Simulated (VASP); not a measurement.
## Au: relaxation of cell and atoms with PBEsol

Au:

```xyz
1
Lattice="2.6500 0.0000 0.0000 0.0000 2.6500 0.0000 0.0000 0.0000 2.6500" Properties=species:S:1:pos:R:3 pbc="T T T"
Au    0.0000    0.0000    0.0000
```

```
Program                : VASP 6.6.1
Task                   : relaxation of cell and atoms
Functional             : PBEsol
Potentials or basis    : VASP PAW PBE potentials, release 64 (Au)
Cutoff                 : 600 eV
k mesh                 : 8 × 8 × 8
Occupations            : fermi-dirac, width 0.05 eV
Spin                   : no spin polarisation
Target pressure        : 20 GPa
Dipole correction      : no
Further INCAR settings : ALGO = Normal; EDIFF = 1e-06; IBRION = 2; EDIFFG = -0.03; NSW = 60; ISIF = 3
```

| Property | Result |
| --- | --- |
| Relaxed volume | 17.41 Å³/atom |
| Relaxed cell | a = 2.592 Å, b = 2.592 Å, c = 2.592 Å, α = 90.00°, β = 90.00°, γ = 90.00° |
| Space group after relaxing (to 0.05 Å) | Pm-3m (No. 221) |
| Energy change on relaxing (the enthalpy is what falls) | +97.0 meV/atom |
| Ionic steps | 4 |
| Pressure after relaxing | 19.7 GPa |

Step by step:
| step | energy change (eV) | largest force (eV/Å) | pressure (GPa) | volume (Å³) |
| --- | --- | --- | --- | --- |
| 1 | 0.0000 | 0.0000 | 7.34 | 18.61 |
| 2 | 0.7667 | 0.0000 | 74.67 | 14.92 |
| 3 | 0.0906 | 0.0000 | 19.06 | 17.47 |
| 4 | 0.0970 | 0.0000 | 19.73 | 17.41 |

Final structure:
```yaml
crystal:
  lattice:
    - [2.59204, 0.00000, 0.00000]
    - [0.00000, 2.59204, 0.00000]
    - [0.00000, 0.00000, 2.59204]
  atoms:
    - { symbol: Au, position: [0.00000, 0.00000, 0.00000] }
```

Levels at points of the mesh, in eV from the Fermi level:
| k point | band 4 | band 5 | band 6 | band 7 | band 8 | band 9 |
| --- | --- | --- | --- | --- | --- | --- |
| (0.00, 0.00, 0.00) | -1.48 | -1.48 | -1.48 | 14.72 | 14.72 | 14.72 |
| (0.50, 0.00, 0.00) | -3.44 | -1.35 | -1.29 | 2.82 | 16.40 | 19.29 |
| (0.50, 0.50, 0.00) | -3.09 | 0.02 | 3.68 | 3.68 | 8.12 | 12.39 |
| (0.50, 0.50, 0.50) | 0.15 | 0.15 | 9.21 | 9.21 | 9.21 | 9.62 |

Run time: 35 s on 1 thread of AMD EPYC 7R13, on a shared host, peak memory 0.12 GiB.

Caveat: the cell is relaxed towards a set pressure, so the enthalpy falls and the energy may rise; the PAW data sets were made with another functional, which shifts forces and pressure a little; spin-orbit coupling is left out, which moves the levels of the heavy elements.
